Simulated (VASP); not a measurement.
The system is C.

```
C
1.0
     1.22803    0.70900    3.34701
    -1.22803    0.70900    3.34701
     0.00000   -1.41801    3.34701
C
2
Cartesian
  0.0000 0.0000 8.3943
  0.0000 0.0000 1.6467
```

```yaml
Program: VASP 6.6.1
Task: relaxation of cell and atoms
Functional: r2SCAN
Potentials_or_basis: VASP PAW PBE potentials, release 64 (C)
Cutoff: 600 eV
k_mesh: 10 × 10 × 10
Occupations: methfessel-paxton, width 0.1 eV
Spin: no spin polarisation
```

At the start: pressure 0.4 GPa; volume 8.74 Å³/atom.

Problem. How do energy, volume and symmetry change on relaxing?

Solution. Over 15 steps the energy falls by 13.9 meV/atom and the volume is 9.14 Å³/atom (+4.5 %); space group R-3m (No. 166, to 0.05 Å).

The path:
```tsv
step	energy change (eV)	largest force (eV/Å)	pressure (GPa)	volume (Å³)
1	0.0000	0.9171	0.40	17.48
2	-0.0142	0.6070	0.17	17.54
3	-0.0247	0.0051	0.36	17.52
4	-0.0252	0.0086	0.64	17.56
5	-0.0261	0.0184	1.48	17.70
6	-0.0256	0.0393	3.18	17.98
7	-0.0262	0.0257	2.07	17.80
8	-0.0263	0.0255	1.98	17.81
9	-0.0266	0.0247	1.73	17.86
10	-0.0271	0.0232	1.20	17.96
11	-0.0276	0.0202	0.22	18.17
12	-0.0277	0.0190	-0.20	18.25
13	-0.0277	0.0191	-0.15	18.24
14	-0.0277	0.0145	-0.12	18.25
15	-0.0277	0.0006	-0.01	18.27
```

Final structure:
```
CELL_PARAMETERS angstrom
1.22840 0.70922 3.49559
-1.22840 0.70922 3.49559
0.00000 -1.41844 3.49559
ATOMIC_POSITIONS crystal
C 0.83333 0.83333 0.83333
C 0.16667 0.16667 0.16667
```

Caveat: the PAW data sets were made with another functional, which shifts forces and pressure a little.
